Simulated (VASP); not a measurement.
Wanted: the native input for a VASP 6.6.1 run.

```
Task                   : single point
Functional             : PBE
Potentials or basis    : VASP PAW PBE potentials, release 64 (Ga_d, Sb_d_GW, N)
Cutoff                 : 700 eV
k mesh                 : 6 × 6 × 4
Occupations            : gaussian, width 0.1 eV
Spin                   : no spin polarisation
Dipole correction      : no
Further INCAR settings : ALGO = Normal; EDIFF = 1e-06; NBANDS = 41
```

The structure of Ga3SbN2 lies in POSCAR:

```
Ga3SbN2
1.0
    5.8152435197      0.0000000000      0.0000000000
   -2.9076217599      5.0361486173      0.0000000000
    0.0000000000      0.0000000000      5.6798595209
Ga Sb N
3 1 2
Direct
    0.5000000000      0.0000000000      0.5000000000
    0.0000000000      0.5000000000      0.5000000000
    0.5000000000      0.5000000000      0.5000000000
    0.0000000000      0.0000000000      0.0000000000
    0.0000000000      0.0000000000      0.3963947299
    0.0000000000      0.0000000000      0.6036052701
```

The cell was generated, and may not be a known phase.

The input as run:

INCAR

```
  PREC = Accurate
  ENCUT = 700
  EDIFF = 1E-6
  ISMEAR = 0
  SIGMA = 0.1
  LREAL = F
  LASPH = T
  NELM = 120
  ALGO = Normal
  ISIF = 2
  LWAVE = F
  LCHARG = F
  GGA = PE
  NBANDS = 41
  GGA_COMPAT = F
```

KPOINTS

```
regular mesh
0
Gamma
  6 6 4
```

Potentials or basis: VASP PAW PBE potentials, release 64 (Ga_d, Sb_d_GW, N).

Run with:

```console
$ cat potpaw_PBE.64/Ga_d/POTCAR potpaw_PBE.64/Sb_d_GW/POTCAR potpaw_PBE.64/N/POTCAR > POTCAR
$ mpirun -np 1 vasp_std > vasp.out
```

Results of the run:

* Pressure: 0.2 GPa
* Largest force: 0.588 eV/Å
* Band gap on the k mesh: zero (bands 32 and 33 overlap by 1.89 eV)

Caveat: the standard files for N, O and F lose accuracy on very short bonds; spin-orbit coupling is left out, which moves the levels of the heavy elements.

Run time: 5.5 min on 1 thread of Intel(R) Xeon(R) Platinum 8259CL CPU @ 2.50GHz (Skylake/Cascade Lake) (shared host), peak memory 0.49 GiB.
